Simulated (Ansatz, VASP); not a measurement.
SnSe2: VASP beside Ansatz

```
Sn Se
1.0
     3.88800    0.00000    0.00000
    -1.94400    3.36711    0.00000
     0.00000    0.00000    6.98350
Sn Se
1 2
Cartesian
  0.0000 0.0000 0.0000
  0.0000 2.2447 1.8516
  1.9440 1.1224 5.1319
```

Alike in both runs: task single point; functional PBE; dispersion D3(BJ); k mesh 12 × 12 × 6; occupations gaussian, width 0.03 eV; no spin polarisation.

|  | VASP | Ansatz |
| --- | --- | --- |
| version | VASP 6.6.1 | Ansatz 0.2.0 |
| potentials or method | VASP PAW PBE potentials, release 64 (Sn_d, Se), cutoff 500 eV | scalar-relativistic, plane waves, PAW |
| valence electrons in the cell | 26 | 46 |

VASP gave:

* gap on the k mesh at the Fermi level (eV): none
* pressure (GPa): -7.4
* traceless stress, the component that is largest in VASP (GPa): -5.41
* rms of the force components (eV/Å): 0.794

Question: Estimate Ansatz's values.

Answer: gap on the k mesh at the Fermi level (eV): none; pressure (GPa): -7.4; traceless stress, the component that is largest in VASP (GPa): -5.42; rms of the force components (eV/Å): 0.797.

Atom by atom the forces differ by 0.003 eV/Å (rms over components). A gap of «none» marks a metal or a gap that the smearing closes. VASP's potentials hold 26 valence electrons a cell and Ansatz's 46, so a difference there can come from the potentials and not from the codes.
